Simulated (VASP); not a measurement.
A run of VASP 6.6.1:

INCAR

```
PREC     = Accurate       # precision mode
ENCUT    = 520            # plane-wave cutoff, eV
EDIFF    = 1E-7           # SCF threshold, eV
ISMEAR   = 0              # smearing method
SIGMA    = 0.05           # smearing width, eV
LREAL    = Auto         
LASPH    = T              # aspherical terms in the spheres
NELM     = 60             # most SCF steps
ALGO     = Normal         # electronic algorithm
ISIF     = 2              # what is computed and relaxed
LWAVE    = F              # write WAVECAR
LCHARG   = F              # write CHGCAR
GGA      = PS             # functional
NBANDS   = 93             # bands
```

File KPOINTS:

```
regular mesh
0
Gamma
  4 5 1
```

POSCAR

```
W9C8
1.0
    5.8060000000      0.0000000000      0.0000000000
    0.0000000000      5.6630000000      0.0000000000
    0.0000000000      0.0000000000     15.1901200000
W C
9 8
Direct
    0.0000000000      0.0000000000      0.0658323305
    0.2500000000      0.0000000000      0.2313393179
    0.0000000000      0.5000000000      0.0658323305
    0.2500000000      0.5000000000      0.2313393179
    0.5000000000      0.0000000000      0.0658323305
    0.7500000000      0.0000000000      0.2313393179
    0.5000000000      0.5000000000      0.0658323305
    0.7500000000      0.5000000000      0.2313393179
    0.0052468136      0.2609193007      0.4713669148
    0.0000000000      0.2500000000      0.1761703002
    0.2500000000      0.2500000000      0.3416772876
    0.0000000000      0.7500000000      0.1761703002
    0.2500000000      0.7500000000      0.3416772876
    0.5000000000      0.2500000000      0.1761703002
    0.7500000000      0.2500000000      0.3416772876
    0.5000000000      0.7500000000      0.1761703002
    0.7500000000      0.7500000000      0.3416772876
```

Potentials or basis: VASP PAW PBE potentials, release 64 (W_sv, C).

Launch:

```bash
$ cat potpaw_PBE.64/W_sv/POTCAR potpaw_PBE.64/C/POTCAR > POTCAR
$ mpirun -np 1 vasp_std > vasp.out
```

Hardware: 1 thread of Intel(R) Xeon(R) Platinum 8259CL CPU @ 2.50GHz (Skylake/Cascade Lake) (shared host).

Problem. Estimate the wall time of this run.

Solution. Run time: 18 min on 1 thread of Intel(R) Xeon(R) Platinum 8259CL CPU @ 2.50GHz (Skylake/Cascade Lake), on a shared host, peak memory 0.7 GiB. Counts: scf iterations 29, k points 11.
